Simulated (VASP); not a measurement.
Wanted: the native input for a VASP 6.6.1 run.

```
Task                   : single point
Functional             : PBE
Potentials or basis    : VASP PAW PBE potentials, release 64 (Sn_d, Te)
Cutoff                 : 520 eV
k mesh                 : 4 × 4 × 4
Occupations            : fermi-dirac, width 0.1 eV
Spin                   : no spin polarisation
Dipole correction      : no
Further INCAR settings : ALGO = Normal; EDIFF = 1e-07; NBANDS = 24
```

The structure of SnTe3 lies in POSCAR:

```
SnTe3
1.0
    0.0000000000      3.8612190000      3.8612190000
    3.8612190000      0.0000000000      3.8612190000
    3.8612190000      3.8612190000      0.0000000000
Sn Te
1 3
Direct
    0.0000000000      0.0000000000      0.0000000000
    0.2500000000      0.2500000000      0.2500000000
    0.7500000000      0.7500000000      0.7500000000
    0.5000000000      0.5000000000      0.5000000000
```

One way to write it, as run:

INCAR

```
ALGO = Normal
EDIFF = 1E-7
ENCUT = 520
GGA = PE
ISIF = 2
ISMEAR = -1
LASPH = True
LCHARG = True
LELF = True
LREAL = False
LVHAR = True
LWAVE = False
NBANDS = 24
NELM = 60
PREC = Accurate
SIGMA = 0.1
```

KPOINTS

```
k-points
0
Gamma
  4 4 4
```

Potentials or basis: VASP PAW PBE potentials, release 64 (Sn_d, Te).

Launch:

```console
$ cat potpaw_PBE.64/Sn_d/POTCAR potpaw_PBE.64/Te/POTCAR > POTCAR
$ mpirun -np 1 vasp_std > vasp.out
```

It gave:

```json
{
  "Pressure": "0.4 GPa",
  "Band gap on the k mesh": "zero (band 16 reaches 8.11 eV, above the bottom of band 17 at 5.89 eV)"
}
```

Caveat: spin-orbit coupling is left out, which moves the levels of the heavy elements.

Wall time 32 s on 1 thread of Intel(R) Xeon(R) Platinum 8259CL CPU @ 2.50GHz (Skylake/Cascade Lake), with other jobs on the host, peak memory 0.25 GiB.
